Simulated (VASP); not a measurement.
## Mo: single point with PBE

The system is Mo.

```
CELL_PARAMETERS angstrom
0.00000 2.01500 2.05530
2.01500 0.00000 2.05530
2.01500 2.01500 0.00000
ATOMIC_POSITIONS crystal
Mo 0.00000 0.00000 0.00000
```

This cell differs from its parent crystal: strain +0.0200 x Voigt [0, 0, 1, 0, 0, 0].

* Program: VASP 6.6.1
* Task: single point
* Functional: PBE
* Potentials or basis: VASP PAW PBE potentials, release 64 (Mo_sv)
* Cutoff: 520 eV
* k mesh: 20 × 20 × 20
* Occupations: gaussian, width 0.15 eV
* Spin: no spin polarisation

The pressure is -8.4 GPa and the band gap on the k mesh is zero (band 7 reaches 14.91 eV, above the bottom of band 8 at 10.59 eV).

Stress tensor (GPa, compression positive):
```
-9.58  0.00  0.00
 0.00 -9.58  0.00
 0.00  0.00 -5.98
```

Levels at points of the mesh, in eV from the Fermi level:
```tsv
k point	band 4	band 5	band 6	band 7	band 8	band 9	band 10	band 11
(0.00, 0.00, 0.00)	-34.16	-6.61	-0.81	-0.58	-0.58	1.70	2.01	13.07
(0.50, 0.00, 0.00)	-34.30	-4.41	-0.95	-0.70	1.42	3.73	3.86	10.51
(0.50, 0.50, 0.00)	-34.55	-4.68	-4.01	3.54	3.77	4.33	4.33	12.34
(0.50, 0.00, 0.50)	-34.57	-4.69	-4.05	3.74	3.92	4.23	4.46	11.90
```

It took 79 s on 1 thread of Intel(R) Xeon(R) 6975P-C (Granite Rapids), on a shared host, peak memory 0.24 GiB.

Caveat: the cell differs from its parent crystal (strain +0.0200 x Voigt [0, 0, 1, 0, 0, 0]).
